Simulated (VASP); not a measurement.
**Pt: relaxation of cell and atoms with PBE**

Crystal: Pt.

```
Pt
1.0
     0.00000    1.75555    1.75555
     1.75555    0.00000    1.75555
     1.75555    1.75555    0.00000
Pt
1
Cartesian
  0.0000 0.0000 0.0000
```

```
Program                : VASP 6.6.1
Task                   : relaxation of cell and atoms
Functional             : PBE
Potentials or basis    : VASP PAW PBE potentials, release 64 (Pt)
Cutoff                 : 500 eV
k mesh                 : 10 × 10 × 10
Occupations            : gaussian, width 0.1 eV
Spin                   : no spin polarisation
Target pressure        : 241 GPa
Dipole correction      : no
Further INCAR settings : ALGO = Normal; EDIFF = 1e-07; IBRION = 2; EDIFFG = -0.05; NSW = 80; ISIF = 3
```

```yaml
Relaxed_volume: 10.84 Å³/atom
Relaxed_cell: a = 2.484 Å, b = 2.484 Å, c = 2.484 Å, α = 60.00°, β = 60.00°, γ = 60.00°
Space_group_after_relaxing_to_0.1_Å: Fm-3m (No. 225)
Energy_change_on_relaxing_the_run_minimises_the_enthalpy: -24.3 meV/atom
Ionic_steps: 3
Pressure_after_relaxing: 241.0 GPa
Band_gap_on_the_k_mesh: zero (bands 5 and 6 overlap by 3.93 eV)
```

The path:
| step | energy change (eV) | largest force (eV/Å) | pressure (GPa) | volume (Å³) |
| --- | --- | --- | --- | --- |
| 1 | 0.0000 | 0.0000 | 242.90 | 10.82 |
| 2 | -0.2917 | 0.0000 | 219.97 | 11.02 |
| 3 | -0.0243 | 0.0000 | 241.00 | 10.84 |

Final structure:
```cif
data_structure
_symmetry_space_group_name_H-M 'P 1'
_symmetry_Int_Tables_number 1
_cell_length_a 2.4840
_cell_length_b 2.4840
_cell_length_c 2.4840
_cell_angle_alpha 60.000
_cell_angle_beta 60.000
_cell_angle_gamma 60.000
_cell_volume 10.84
loop_
_atom_site_label
_atom_site_type_symbol
_atom_site_fract_x
_atom_site_fract_y
_atom_site_fract_z
_atom_site_occupancy
Pt1 Pt 0.00000 0.00000 0.00000 1
```

Levels at points of the mesh, in eV from the Fermi level:
| k point | band 3 | band 4 | band 5 | band 6 | band 7 | band 8 |
| --- | --- | --- | --- | --- | --- | --- |
| (0.00, 0.00, 0.00) | -6.49 | -6.49 | -2.81 | -2.81 | 12.79 | 19.78 |
| (0.50, 0.00, 0.00) | -6.67 | -1.88 | 0.10 | 0.10 | 9.00 | 12.53 |
| (0.50, 0.50, 0.00) | 0.06 | 0.93 | 0.93 | 1.26 | 12.27 | 12.27 |

Run time: 22 s on 1 thread of AMD EPYC 7R13 (shared host), peak memory 0.1 GiB.

Caveat: the cell is relaxed towards a set pressure, so the run minimises the enthalpy, not the energy; spin-orbit coupling is left out, which moves the levels of the heavy elements.
